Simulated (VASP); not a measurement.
**Zn3Se2S: single point with PBE**

Zn3Se2S:

```
CELL_PARAMETERS angstrom
-1.99283 1.99283 8.45190
1.99283 -1.99283 8.45190
1.99283 1.99283 -8.45190
ATOMIC_POSITIONS crystal
Zn 0.82750 0.82750 0.00000
Zn 0.50000 0.50000 0.00000
Zn 0.17250 0.17250 0.00000
Se 0.58621 0.08621 0.50000
Se 0.91379 0.41379 0.50000
S 0.25000 0.75000 0.50000
```

* Program: VASP 6.6.1
* Task: single point
* Functional: PBE
* Potentials or basis: VASP PAW PBE potentials, release 64 (Zn, Se, S)
* Cutoff: 520 eV
* k mesh: 10 × 10 × 10
* Occupations: gaussian, width 0.02 eV
* Spin: no spin polarisation

* Pressure: 0.2 GPa
* Largest force: 0.005 eV/Å
* Band gap on the k mesh: 1.36 eV

Forces on the atoms (eV/Å):
```
Zn   0.000  0.000 -0.005
Zn   0.000  0.000  0.000
Zn   0.000  0.000  0.005
Se   0.000  0.000  0.002
Se   0.000  0.000 -0.002
S    0.000  0.000  0.000
```

Levels at points of the mesh, in eV from the valence-band top:
```tsv
k point	band 24	band 25	band 26	band 27	band 28	band 29	band 30	band 31
(0.00, 0.00, 0.00)	-1.47	-0.06	0.00	0.00	1.36	3.54	3.58	3.98
(0.50, 0.00, 0.00)	-1.35	-0.88	-0.67	-0.64	2.67	3.76	3.92	5.95
(0.50, 0.50, 0.00)	-2.52	-2.42	-2.12	-2.08	3.12	3.61	4.53	4.63
(0.50, 0.50, 0.50)	-0.83	-0.83	-0.48	-0.48	3.08	3.17	3.38	3.61
```

Run time: 25 min on 1 thread of AMD EPYC 9R45 96-Core Processor (Zen 5), with other jobs on the host, peak memory 0.92 GiB.

A k mesh can miss the band edges.
